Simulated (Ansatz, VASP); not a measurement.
ZnS: VASP beside Ansatz

INCAR

```
PREC = Accurate ; ENCUT = 520
EDIFF = 1E-7 ; ISMEAR = -1
SIGMA = 0.01 ; LREAL = F
LASPH = T ; NELM = 100
ALGO = Normal ; ISIF = 2
LWAVE = F ; LCHARG = F
GGA = PS ; NBANDS = 16
```

File KPOINTS:

```
Automatic mesh
0
Gamma
  8 8 8
```

File POSCAR:

```
ZnS
1.0
   -0.0811395000      2.6640802500      2.6640802500
    2.6640802500     -0.0811395000      2.6640802500
    2.6640802500      2.6640802500     -0.0811395000
Zn S
1 1
Direct
    0.0000000000      0.0000000000      0.0000000000
    0.7500000000      0.7500000000      0.7500000000
```

Input for Ansatz:

```yaml
crystal:
  lattice:
    - [-0.0811395, 2.66408025, 2.66408025]
    - [2.66408025, -0.0811395, 2.66408025]
    - [2.66408025, 2.66408025, -0.0811395]
  atoms:
    - { symbol: Zn, position: [0.0, 0.0, 0.0] }
    - { symbol: S, position: [0.75, 0.75, 0.75] }
kpoints:
  mp_grid: { grid: [8, 8, 8] }
  band_path:
    path:
      - [0.0, 0.0, 0.0]
      - [0.5, 0.5, 0.5]
      - [0.2579113083, 0.5, 0.7420886917]
      - [-0.2579113083, 0.2579113083, 0.5]
      - [0.0, 0.0, 0.5]
      - [0.0, 0.0, 0.0]
      - [-0.3789556542, 0.0, 0.3789556542]
      - [0.0, 0.3789556542, 0.6210443458]
      - [0.0, 0.5, 0.5]
    npoints: 5
scf:
  occupations: { method: fermi_dirac, width: 0.01 }
hamiltonian:
  xc: pbesol
  pseudopotentials: { kind: all_electron, lapw: { basis_error: 0.00025 } }
output:
  forces: true
  stress: true
  eigenvalues: true
```

Change from the starting cell: equal xy, yz and zx shear strains of -3 %.

Alike in both runs: task single point; functional PBEsol; k mesh 8 × 8 × 8; occupations fermi-dirac, width 0.01 eV; no spin polarisation.

|  | VASP | Ansatz |
| --- | --- | --- |
| version | VASP 6.6.1 | Ansatz 0.2.0 |
| potentials or method | VASP PAW PBE potentials, release 64 (Zn, S), cutoff 520 eV | all-electron LAPW, scalar-relativistic |

Ansatz gave:

| Quantity | Value |
| --- | --- |
| gap on the k mesh at the Fermi level (eV) | 1.86 |
| pressure (GPa) | -1.9 |
| traceless stress, the component that is largest in VASP (GPa) | 2.13 |
| rms of the force components (eV/Å) | 0.187 |

Estimate VASP's values.

gap on the k mesh at the Fermi level (eV): 1.86; pressure (GPa): -1.7; traceless stress, the component that is largest in VASP (GPa): 2.15; rms of the force components (eV/Å): 0.189.

VASP's potentials were made for PBE, not for PBEsol. Atom by atom the forces differ by 0.002 eV/Å (rms over components). Ansatz ran all-electron here, and VASP with PAW potentials.
